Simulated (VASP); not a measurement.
## H10CO5: single point with PBE+D3(BJ)

System: H10CO5.

```
CELL_PARAMETERS angstrom
6.17363 0.00000 0.00000
0.00000 6.17363 0.00000
0.00000 0.00000 6.17363
ATOMIC_POSITIONS crystal
O 0.47740 0.01782 0.88459
O 0.41606 0.66891 0.24670
O 0.14285 0.31031 0.45528
O 0.71046 0.00854 0.47608
O 0.82803 0.72419 0.97415
H 0.37455 0.95451 0.98742
H 0.61342 0.94816 0.92943
H 0.32162 0.55786 0.31082
H 0.52490 0.58653 0.16717
H 0.00877 0.23017 0.42602
H 0.23958 0.20210 0.51784
H 0.61841 0.02348 0.60383
H 0.63465 0.89764 0.39138
H 0.95134 0.71509 0.66952
H 0.02735 0.48604 0.86027
C 0.93814 0.64031 0.83304
```

```json
{"Program": "VASP 6.6.1", "Task": "single point", "Functional": "PBE", "Dispersion": "D3(BJ)", "Potentials or basis": "VASP PAW PBE potentials, release 64 (O_h, H_h, C_h)", "Cutoff": "1000 eV", "k mesh": "1 × 1 × 1", "Occupations": "fermi-dirac, width 0.05 eV", "Spin": "no spin polarisation", "Dipole correction": "no", "Further INCAR settings": "LREAL = Auto; ALGO = Normal; EDIFF = 1e-06; NBANDS = 36"}
```

```yaml
Pressure: -1.2 GPa
Largest_force: 0.297 eV/Å
Dispersion_energy_per_atom: -0.025 eV
```

Forces on the atoms (eV/Å):
```
O   -0.091 -0.079  0.271
O    0.039 -0.146 -0.050
O   -0.049 -0.177  0.025
O    0.010 -0.076 -0.124
O    0.098 -0.137 -0.068
H    0.127  0.097 -0.212
H   -0.019 -0.042 -0.056
H    0.034  0.076 -0.037
H   -0.067  0.081  0.090
H    0.112  0.057  0.061
H   -0.096  0.135 -0.061
H   -0.055  0.015  0.046
H    0.063  0.080  0.054
H    0.009 -0.033 -0.003
H   -0.032  0.040  0.063
C   -0.083  0.109  0.001
```

Stress tensor (GPa, compression positive):
```
-1.51 -0.48  0.14
-0.48 -1.31  0.18
 0.14  0.18 -0.71
```

Levels at points of the mesh, in eV from the Fermi level:
```
           k point  band 18  band 19  band 20  band 21  band 22  band 23  band 24  band 25  band 26  band 27
(0.00, 0.00, 0.00)    -2.11    -2.05    -1.88    -1.65    -1.28     2.35     3.35     6.55     6.71     7.11
```

It took 22 s on 1 thread of AMD EPYC 9R45 96-Core Processor (Zen 5) (shared host), peak memory 0.48 GiB.

Caveat: the k points lie up to 1.02 Å⁻¹ apart, too coarse for converged energies, forces and pressures.
